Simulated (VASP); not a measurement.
Wanted: the native input for a VASP 6.6.1 run.

```
Task                   : single point
Functional             : r2SCAN
Potentials or basis    : VASP PAW PBE potentials, release 64 (Ba_sv, Hf_pv, O)
Cutoff                 : 520 eV
k mesh                 : 6 × 6 × 6
Occupations            : gaussian, width 0.01 eV
Spin                   : non-collinear spin, zero start, spin-orbit coupling
Starting moments       : [[0.0, 0.0, 0.0], [0.0, 0.0, 0.0], [0.0, 0.0, 0.0], [0.0, 0.0, 0.0], [0.0, 0.0, 0.0]] μB
Dipole correction      : no
Further INCAR settings : ALGO = Normal; EDIFF = 1e-07; NBANDS = 53
```

The system is BaHfO3.

```
Ba Hf O
1.0
     4.21883    0.00000    0.00000
     0.00000    4.21883    0.00000
     0.00000    0.00000    4.15617
Ba Hf O
1 1 3
Direct
  0.00000 0.00000 0.00000
  0.50000 0.50000 0.50000
  0.50000 0.50000 0.00000
  0.50000 0.00000 0.50000
  0.00000 0.50000 0.50000
```

This cell differs from its parent crystal: epitaxial xy strain +1.0%.

The input as run:

POSCAR

```
BaHfO3
1.0
    4.2188293586      0.0000000000      0.0000000000
    0.0000000000      4.2188293586      0.0000000000
    0.0000000000      0.0000000000      4.1561734770
Ba Hf O
1 1 3
Direct
    0.0000000000      0.0000000000      0.0000000000
    0.5000000000      0.5000000000      0.5000000000
    0.5000000000      0.5000000000      0.0000000000
    0.5000000000      0.0000000000      0.5000000000
    0.0000000000      0.5000000000      0.5000000000
```

INCAR.step1

```
SYSTEM = BaHfO3
ALGO = Normal
EDIFF = 1E-4
ENCUT = 520
GGA = PE
GGA_COMPAT = .FALSE.
ISMEAR = 0
LASPH = .TRUE.
LCHARG = .FALSE.
LMAXMIX = 4
LNONCOLLINEAR = .TRUE.
LREAL = .FALSE.
LSORBIT = .TRUE.
LWAVE = .TRUE.
MAGMOM = 0 0 0 0 0 0 0 0 0 0 0 0 0 0 0
NBANDS = 53
NELM = 150
PREC = Accurate
SIGMA = 0.01
```

INCAR.step2

```
SYSTEM = BaHfO3
ALGO = Normal
EDIFF = 1E-7
ENCUT = 520
GGA_COMPAT = .FALSE.
ISIF = 2
ISMEAR = 0
ISTART = 1
LASPH = .TRUE.
LCHARG = .FALSE.
LMAXMIX = 4
LMIXTAU = .TRUE.
LNONCOLLINEAR = .TRUE.
LORBIT = 11
LORBMOM = .TRUE.
LREAL = .FALSE.
LSORBIT = .TRUE.
LWAVE = .FALSE.
MAGMOM = 0 0 0 0 0 0 0 0 0 0 0 0 0 0 0
METAGGA = R2SCAN
NBANDS = 53
NELM = 150
PREC = Accurate
SIGMA = 0.01
```

KPOINTS

```
k-points
0
G
  6 6 6
  0 0 0
```

Potentials or basis: VASP PAW PBE potentials, release 64 (Ba_sv, Hf_pv, O).

Launch:

```console
$ cat potpaw_PBE.64/Ba_sv/POTCAR potpaw_PBE.64/Hf_pv/POTCAR potpaw_PBE.64/O/POTCAR > POTCAR
$ cp INCAR.step1 INCAR
$ mpirun -np 1 vasp_ncl > vasp.out
$ cp INCAR.step2 INCAR
$ mpirun -np 1 vasp_ncl > vasp.out
```

It gave:

```yaml
Pressure: -3.1 GPa
Net_moment: 0.00 μB per cell
Valence_electrons_inside_the_program's_atomic_spheres: Ba 7.90; Hf 8.51; O 5.09, 5.07 (each value once)
```

Caveat: the cell differs from its parent crystal (epitaxial xy strain +1.0%); the cell stands under tension; the PAW data sets were made with another functional, which shifts forces and pressure a little.

Wall time 39 min on 1 thread of Oxide Virtual Turin-like Processor, with other jobs on the host, peak memory 0.48 GiB.
